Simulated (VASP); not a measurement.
Crystal: B6I.

```xyz
7
Lattice="5.3842 0.0000 0.0000 -2.6921 4.6628 0.0000 0.0000 0.0000 3.8027" Properties=species:S:1:pos:R:3 pbc="T T T"
B     0.0000    3.1085    1.9014
B     2.6921    1.5543    1.9014
B     2.6921    0.0000    1.9014
B    -1.3460    2.3314    1.9014
B     1.3460    2.3314    1.9014
B     0.0000    0.0000    1.9014
I     0.0000    0.0000    0.0000
```

The cell was generated, and may not be a known phase.

```yaml
Program: VASP 6.6.1
Task: relaxation of cell and atoms
Functional: PBE
Potentials_or_basis: VASP PAW PBE potentials, release 64 (B, I)
Cutoff: 600 eV
k_mesh: 6 × 6 × 4
Occupations: gaussian, width 0.1 eV
Spin: no spin polarisation
```

At the start: pressure 18.9 GPa; volume 13.64 Å³/atom.

Task: How do energy, volume and symmetry change on relaxing?

Result: Over 10 steps the energy falls by 332.5 meV/atom and the volume is 17.76 Å³/atom (+30.3 %); space group P6/mmm (No. 191, to 0.1 Å) before and after.

Step by step:
| step | energy change (eV) | largest force (eV/Å) | pressure (GPa) | volume (Å³) |
| --- | --- | --- | --- | --- |
| 1 | 0.0000 | 0.0000 | 18.89 | 95.47 |
| 2 | -1.7180 | 0.0000 | 0.93 | 119.35 |
| 3 | -1.5271 | 0.0000 | -7.78 | 139.07 |
| 4 | -1.7894 | 0.0000 | -3.21 | 126.93 |
| 5 | -2.2677 | 0.0000 | -3.02 | 130.34 |
| 6 | -2.2693 | 0.0000 | -2.95 | 130.48 |
| 7 | -2.3254 | 0.0000 | 0.55 | 123.43 |
| 8 | -2.3270 | 0.0000 | 0.01 | 124.40 |
| 9 | -2.3270 | 0.0000 | -0.05 | 124.52 |
| 10 | -2.3278 | 0.0000 | -0.05 | 124.35 |

Final structure:
```
B I
1.0
     5.53036    0.00000    0.00000
    -2.76518    4.78943    0.00000
     0.00000    0.00000    4.69489
B I
6 1
Cartesian
  0.0000 3.1930 2.3474
  2.7652 1.5965 2.3474
  2.7652 0.0000 2.3474
  4.1478 2.3947 2.3474
  1.3826 2.3947 2.3474
  5.5304 0.0000 2.3474
  5.5304 0.0000 4.6949
```

Caveat: the k points lie up to 0.33 Å⁻¹ apart in the final cell, too coarse for converged energies and pressures of a metal; the volume moved by over 15 % at a fixed basis, so the end points are rough; an odd number of electrons without spin polarisation forces a metal; a magnetic or distorted state may lie lower.
